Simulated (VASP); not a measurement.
A run of VASP 6.6.1:

The input INCAR:

```
ALGO = Normal
EDIFF = 1E-6
ENCUT = 520
GGA = PS
ISIF = 2
ISMEAR = 0
LASPH = T
LCHARG = F
LREAL = Auto
LWAVE = F
NBANDS = 94
NELECT = 160.0
NELM = 60
PREC = Accurate
SIGMA = 0.05
```

File KPOINTS:

```
k-points
0
Gamma
  4 4 4
```

File POSCAR:

```
K3Zn4F12
1.0
   -4.0521678200      4.0521678200      4.0521678200
    4.0521678200     -4.0521678200      4.0521678200
    4.0521678200      4.0521678200     -4.0521678200
K Zn F
3 4 12
Direct
   -0.3158297131      0.1841703091      0.5000000222
   -0.0011949160     -0.0011949160      0.0000000000
    0.4988051063      0.4988051063      0.0000000000
    0.4891924738      0.5115765418      0.5000000222
    0.0115766429     -0.0108074250      0.5000000222
    0.0115765196      0.5115765418      0.0223840680
    0.4891924738     -0.0108075484     -0.0223840680
    0.7458369530      0.7553222463      0.5000000222
    0.2553223474      0.2458370542      0.5000000222
    0.2553222240      0.7553222463      0.0094852932
    0.7458369530      0.2458369308     -0.0094852932
    0.4698202504      0.2528977193      0.2169225311
   -0.0045972923      0.7475680018      0.2478347503
    0.0359751882      0.2528977193      0.7830775133
    0.4997332514      0.7475680018      0.7521652941
    0.7528977415      0.5359752104      0.7830775133
    0.2475681029     -0.0002666474      0.7521652941
    0.2475679796      0.4954027299      0.2478347503
    0.7528977415     -0.0301797718      0.2169225311
```

Potentials or basis: VASP PAW PBE potentials, release 64 (K_sv, Zn, F).

Run with:

```console
$ cat potpaw_PBE.64/K_sv/POTCAR potpaw_PBE.64/Zn/POTCAR potpaw_PBE.64/F/POTCAR > POTCAR
$ mpirun -np 1 vasp_std > vasp.out
```

Hardware: 1 thread of Intel(R) Xeon(R) Platinum 8488C (Sapphire Rapids), on a shared host.

Question: How long does it take, and how much memory?

Answer: It took 12 min on 1 thread of Intel(R) Xeon(R) Platinum 8488C (Sapphire Rapids), on a shared host, peak memory 0.51 GiB. Counts: scf iterations 20, k points 13.
